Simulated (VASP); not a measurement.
Runs of VASP 6.6.1 on W. The structure is that of space group Im-3m (No. 229), or close to it. The cells are those of the table. 

```tsv
task	cell	gap on the mesh (eV)	pressure (GPa)
single point	a = 2.751 Å, angles 109.5°, 1 atom	none	5.5
relaxation of cell and atoms	relaxed from a = 2.737 Å, angles 109.5°, 1 atom	none	0.0
single point	a = 2.737 Å, angles 109.5°, 1 atom	none	10.6
single point	a = 2.712 Å, angles 109.5°, 1 atom	none	(a)
relaxation of cell and atoms	relaxed to 20 GPa from a = 2.737 Å, angles 109.5°, 1 atom	none	19.9
relaxation of cell and atoms	relaxed to 10 GPa from a = 2.737 Å, angles 109.5°, 1 atom	none	10.0
single point	a = 2.766 Å, angles 109.5°, 1 atom	none	0.4
relaxation of cell and atoms	relaxed to 5 GPa from a = 2.737 Å, angles 109.5°, 1 atom	none	4.9
```

Alike in all rows: level revPBE; potentials or basis VASP PAW PBE potentials, release 64 (W_sv); no spin polarisation; k mesh 10 × 10 × 10; cutoff (eV) 500; smearing fermi-dirac 0.05 eV.

Q: Estimate the missing entries.

A: (a) 20.7.

Caveats: the PAW data sets were made with another functional, which shifts forces and pressure a little; spin-orbit coupling is left out, which moves the levels of the heavy elements; the cell stands under pressure (at least some runs); the cell is relaxed towards a set pressure, so the run minimises the enthalpy, not the energy (at least some runs).

A k mesh can miss the band edges, and the runs leave out spin-orbit coupling on W.

A gap of «none» marks levels without a gap at the run's occupations.
